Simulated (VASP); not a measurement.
A run of VASP 6.6.1:

Contents of INCAR:

```
SYSTEM = Na
ALGO     = Fast           ! electronic algorithm
EDIFF    = 1E-7           ! SCF threshold, eV
ENCUT    = 520            ! plane-wave cutoff, eV
GGA      = PS             ! functional
ISIF     = 2              ! what is computed and relaxed
ISMEAR   = -1             ! smearing method
LASPH    = .True.         ! aspherical terms in the spheres
LCHARG   = .False.        ! write CHGCAR
LREAL    = .False.        ! projectors in reciprocal space
LWAVE    = .False.        ! write WAVECAR
NBANDS   = 14             ! bands
NELM     = 60             ! most SCF steps
PREC     = Accurate       ! precision mode
SIGMA    = 0.05           ! smearing width, eV
```

KPOINTS

```
k-points
0
Gamma
  8 8 5
  0 0 0
```

File POSCAR:

```
Na
1.0
    3.8165714742      0.0000000000      0.0000000000
   -1.9082857371      3.3052478521      0.0000000000
    0.0000000000      0.0000000000      6.2349829711
Na
2
Direct
    0.6666666667      0.3333333333      0.7500000000
    0.3333333333      0.6666666667      0.2500000000
```

Potentials or basis: VASP PAW PBE potentials, release 64 (Na_pv).

Launch:

```sh
$ cat potpaw_PBE.64/Na_pv/POTCAR > POTCAR
$ mpirun -np 1 vasp_std > vasp.out
```

Hardware: 1 thread of Intel(R) Xeon(R) 6975P-C (Granite Rapids) (shared host).

Question: How long does it take, and how much memory?

Answer: Run time: 14 s on 1 thread of Intel(R) Xeon(R) 6975P-C (Granite Rapids) (shared host), peak memory 0.18 GiB. Counts: scf iterations 14, k points 30.
